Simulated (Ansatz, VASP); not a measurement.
Two plane-wave programs on GaSb3

```xyz
4
Lattice="0.0000 3.7306 3.7306 3.7306 0.0000 3.7306 3.7306 3.7306 0.0000" Properties=species:S:1:pos:R:3 pbc="T T T"
Sb    3.7306    3.7306    3.7306
Sb    5.5959    5.5959    5.5959
Sb    1.8653    1.8653    1.8653
Ga    0.0000    0.0000    0.0000
```

Alike in both runs: task relaxation of cell and atoms; functional revPBE; k mesh 6 × 6 × 6; occupations fermi-dirac, width 0.05 eV; no spin polarisation.

|  | VASP | Ansatz |
| --- | --- | --- |
| version | VASP 6.6.1 | Ansatz 0.2.0 |
| potentials or method | VASP PAW PBE potentials, release 64 (Sb, Ga_d) | Ansatz PAW |
| plane-wave cutoff (eV) | 600 | 420 |
| valence electrons in the cell | 28 | 58 |

Ansatz gave:

```
gap on the k mesh at the Fermi level, each at its own relaxed structure (eV) : none
relaxed volume (Å³/atom)                                                     : 26.19
relaxed cell length with the largest relative difference (Å)                 : 5.291
```

**Question.** Estimate VASP's values.

**Answer.** gap on the k mesh at the Fermi level, each at its own relaxed structure (eV): none; relaxed volume (Å³/atom): 26.12; relaxed cell length with the largest relative difference (Å): 5.287.

VASP's potentials were made for PBE, not for revPBE. A gap of «none» marks a metal or a gap that the smearing closes. VASP's potentials hold 28 valence electrons a cell and Ansatz's 58, so a difference there can come from the potentials and not from the codes.

Spin-orbit coupling is off throughout. Noted on VASP's run: too few bands were computed for a metal, which touches its energy and stress. Noted on Ansatz's run: the plane-wave basis is chosen anew once the cell has moved, so the energies of steps on either side of that aren't comparable.
